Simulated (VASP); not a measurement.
Input of a VASP 6.6.1 run:

The input INCAR:

```
SYSTEM = Ge2Sb2Te5
ALGO = Normal
EDIFF = 1E-6
ENCUT = 520
GGA = PE
ISIF = 2
ISMEAR = -1
LASPH = .True.
LCHARG = .False.
LREAL = .False.
LWAVE = .False.
NBANDS = 44
NELM = 100
PREC = Accurate
SIGMA = 0.05
```

File KPOINTS:

```
k-points
0
Gamma
  4 4 3
  0 0 0
```

POSCAR

```
Ge2Sb2Te5
1.0
    6.8697960600     -3.1343973600      0.0000000000
    6.8084759400      2.9976146400      0.0000000000
   -6.8309770000      0.0683097700      6.8476090000
Te Sb Ge
5 2 2
Direct
    0.5947020000      0.5947020000      0.3864330000
    0.7952880000      0.7952880000      0.1961120000
    0.0083240000      0.0083240000      0.0064350000
    0.2065190000      0.2065190000      0.8098030000
    0.3999590000      0.3999590000      0.5971180000
    0.9017080000      0.9017080000      0.5878730000
    0.1118700000      0.1118700000      0.4173520000
    0.2842870000      0.2842870000      0.1878300000
    0.4973430000      0.4973430000      0.0110440000
```

Potentials or basis: VASP PAW PBE potentials, release 64 (Te, Sb, Ge_d).

Run with:

```bash
$ cat potpaw_PBE.64/Te/POTCAR potpaw_PBE.64/Sb/POTCAR potpaw_PBE.64/Ge_d/POTCAR > POTCAR
$ mpirun -np 1 vasp_std > vasp.out
```

(1) Predict the largest force.

(2) Estimate the pressure.

(3) Estimate the band gap on the k mesh.

## Answers

(1) 0.150 eV/Å.

(2) -0.2 GPa.

(3) zero (filled and empty bands touch).

Caveat: spin-orbit coupling is left out, which moves the levels of the heavy elements.
